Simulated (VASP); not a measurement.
Wanted: the native input for a VASP 6.6.1 run.

- Task: single point
- Functional: PBE
- Potentials or basis: VASP PAW PBE potentials, release 64 (Al, Si, I)
- Cutoff: 500 eV
- k mesh: 3 × 3 × 3
- Occupations: gaussian, width 0.15 eV
- Spin: no spin polarisation
- Dipole correction: no
- Further INCAR settings: ALGO = Normal; EDIFF = 1e-06; NBANDS = 21

The structure of Al3Si2I lies in POSCAR:

```
Al3Si2I
1.0
    2.7339076854      1.5784223362      5.2237323966
   -2.7339076854      1.5784223362      5.2237323966
    0.0000000000     -3.1568446781      5.2237323949
Al Si I
3 2 1
Direct
    0.0000000000      0.5000000000      0.0000000000
    0.5000000000      0.0000000000      0.0000000000
    0.0000000000      0.0000000000      0.5000000000
    0.5747222582      0.5747222582      0.5747222582
    0.4252777418      0.4252777418      0.4252777418
    0.0000000000      0.0000000000      0.0000000000
```

The cell was generated, and may not be a known phase.

These files were run (other wordings do the same):

INCAR

```
SYSTEM = Al3Si2I
  PREC = Accurate
  ENCUT = 500
  EDIFF = 1E-6
  ISMEAR = 0
  SIGMA = 0.15
  LREAL = .FALSE.
  LASPH = .TRUE.
  NELM = 120
  ALGO = Normal
  ISIF = 2
  LWAVE = .FALSE.
  LCHARG = .FALSE.
  GGA = PE
  NBANDS = 21
  GGA_COMPAT = .FALSE.
```

KPOINTS

```
regular mesh
0
G
  3 3 3
  0 0 0
```

Potentials or basis: VASP PAW PBE potentials, release 64 (Al, Si, I).

Run with:

```console
$ cat potpaw_PBE.64/Al/POTCAR potpaw_PBE.64/Si/POTCAR potpaw_PBE.64/I/POTCAR > POTCAR
$ mpirun -np 1 vasp_std > vasp.out
```

It gave:

* Pressure: -0.2 GPa
* Largest force: 0.004 eV/Å
* Band gap on the k mesh: zero (bands 12 and 13 overlap by 1.76 eV)

Caveat: the k points lie up to 0.46 Å⁻¹ apart, too coarse for converged energies and pressures of a metal; spin-orbit coupling is left out, which moves the levels of the heavy elements.

It used 34 s of CPU time on 1 thread of Intel Xeon 8259CL, on a shared host.
